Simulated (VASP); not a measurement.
Sr2Ir: single point with LDA

The system is Sr2Ir.

```xyz
3
Lattice="0.0000 3.6122 3.6122 3.6122 0.0000 3.6122 3.6122 3.6122 0.0000" Properties=species:S:1:pos:R:3 pbc="T T T"
Sr    5.4183    5.4183    5.4183
Sr    1.8061    1.8061    1.8061
Ir    0.0000    0.0000    0.0000
```

```
Program                : VASP 6.6.1
Task                   : single point
Functional             : LDA
Potentials or basis    : VASP PAW LDA potentials, release 64 (Sr_sv, Ir)
Cutoff                 : 520 eV
k mesh                 : 7 × 7 × 7
Occupations            : gaussian, width 0.25 eV
Spin                   : no spin polarisation
Dipole correction      : no
Further INCAR settings : ALGO = Normal; EDIFF = 1e-06; NBANDS = 22
```

| Property | Result |
| --- | --- |
| Pressure | -3.1 GPa |
| Band gap on the k mesh | zero (an odd number of electrons rules out a gap without spin polarisation) |

Levels at points of the mesh, in eV from the Fermi level:
| k point | band 10 | band 11 | band 12 | band 13 | band 14 | band 15 | band 16 | band 17 | band 18 | band 19 |
| --- | --- | --- | --- | --- | --- | --- | --- | --- | --- | --- |
| (0.00, 0.00, 0.00) | -1.61 | -1.61 | -0.99 | -0.99 | -0.99 | 0.68 | 0.68 | 0.68 | 3.19 | 3.19 |

Run time: 68 s on 1 thread of Intel Xeon 8259CL, on a shared host, peak memory 0.21 GiB.

Caveat: the cell stands under tension; so wide a smearing shifts energies and pressures; spin-orbit coupling is left out, which moves the levels of the heavy elements.
